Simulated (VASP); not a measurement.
Here is a VASP 6.6.1 calculation.

File INCAR:

```
PREC = Accurate ; ENCUT = 520
EDIFF = 1E-7 ; ISMEAR = 0
SIGMA = 0.1 ; LREAL = F
LASPH = T ; NELM = 60
ALGO = Normal ; ISIF = 2
LWAVE = F ; LCHARG = F
GGA = PE ; NBANDS = 27
```

Contents of KPOINTS:

```
regular mesh
0
Gamma
  6 6 4
```

POSCAR

```
BaHfO3
1.0
    4.3272772300      0.0000000000      0.0000000000
   -2.1636386200      3.7475320100      0.0000000000
    0.0000000000      0.0000000000      5.8132551700
Ba Hf O
1 1 3
Direct
    0.6666666700      0.3333333300      0.9742901600
    0.3333333300      0.6666666700      0.6476565700
    0.0000000000      0.0000000000      0.4008432600
    0.0000000000      0.0000000000      0.0794968200
    0.3333333300      0.6666666700      0.0318497100
```

Potentials or basis: VASP PAW PBE potentials, release 64 (Ba_sv, Hf_pv, O).

Command:

```console
$ cat potpaw_PBE.64/Ba_sv/POTCAR potpaw_PBE.64/Hf_pv/POTCAR potpaw_PBE.64/O/POTCAR > POTCAR
$ mpirun -np 1 vasp_std > vasp.out
```

(1) Estimate the largest force.

(2) Estimate the pressure.

## Answers

(1) 5.312 eV/Å.

(2) -3.6 GPa.

Caveat: the cell stands under tension; forces of over 1 eV/Å act on the atoms, so gaps and moduli don't describe the material at rest.
